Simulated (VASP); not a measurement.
Write the native input for VASP 6.6.1 that does the following.

```yaml
Task: relaxation of cell and atoms
Functional: r2SCAN
Potentials_or_basis: VASP PAW PBE potentials, release 64 (Se)
Cutoff: 600 eV
k_mesh: 12 × 12 × 6
Occupations: fermi-dirac, width 0.1 eV
Spin: no spin polarisation
Dipole_correction: no
Further_INCAR_settings: ALGO = Normal; EDIFF = 1e-06; IBRION = 2; EDIFFG = -0.01; NSW = 80; ISIF = 3
```

Crystal: Se.

```
Se
1.0
     3.13603    0.00000    0.00000
    -1.56802    2.71588    0.00000
     0.00000    0.00000    5.12114
Se
2
Direct
  0.33333 0.66667 0.25000
  0.66667 0.33333 0.75000
```

This isn't the form of Se at room conditions, which is trigonal, of chains.

The input as run:

POSCAR

```
Se
1.0
    3.1360302227      0.0000000000      0.0000000000
   -1.5680151114      2.7158818399      0.0000000000
    0.0000000000      0.0000000000      5.1211373537
Se
2
Direct
    0.3333333333      0.6666666667      0.2500000000
    0.6666666667      0.3333333333      0.7500000000
```

INCAR.step1

```
SYSTEM = Se
ALGO = Normal
EDIFF = 1E-4
ENCUT = 600
GGA = PE
ISMEAR = -1
LASPH = .TRUE.
LCHARG = .FALSE.
LREAL = .FALSE.
LWAVE = .TRUE.
NELM = 80
PREC = Accurate
SIGMA = 0.1
```

INCAR.step2

```
SYSTEM = Se
ALGO = Normal
EDIFF = 1E-6
EDIFFG = -0.01
ENCUT = 600
IBRION = 2
ISIF = 3
ISMEAR = -1
ISTART = 1
LASPH = .TRUE.
LCHARG = .FALSE.
LMIXTAU = .TRUE.
LREAL = .FALSE.
LWAVE = .FALSE.
METAGGA = R2SCAN
NELM = 80
NSW = 80
PREC = Accurate
SIGMA = 0.1
```

KPOINTS

```
k-points
0
G
  12 12 6
  0 0 0
```

Potentials or basis: VASP PAW PBE potentials, release 64 (Se).

Launch:

```console
$ cat potpaw_PBE.64/Se/POTCAR > POTCAR
$ cp INCAR.step1 INCAR
$ mpirun -np 1 vasp_std > vasp.out
$ cp INCAR.step2 INCAR
$ mpirun -np 1 vasp_std > vasp.out
```

Results of the run:

```json
{"Relaxed volume": "22.03 Å³/atom", "Relaxed cell": "a = 3.646 Å, b = 3.646 Å, c = 3.828 Å, α = 90.00°, β = 90.00°, γ = 120.00°", "Space group after relaxing (to 0.1 Å)": "P6_3/mmc (No. 194)", "Energy gained by relaxing": "439.9 meV/atom", "Ionic steps": "21", "Pressure after relaxing": "0.0 GPa", "Band gap on the k mesh": "zero (bands 6 and 7 overlap by 2.44 eV)"}
```

Caveat: a cell axis changed by over 15 % at a fixed basis, so the end point is rough; the PAW data sets were made with another functional, which shifts forces and pressure a little.

Wall time 22 min on 1 thread of Intel(R) Xeon(R) 6975P-C (Granite Rapids) (shared host), peak memory 0.22 GiB.
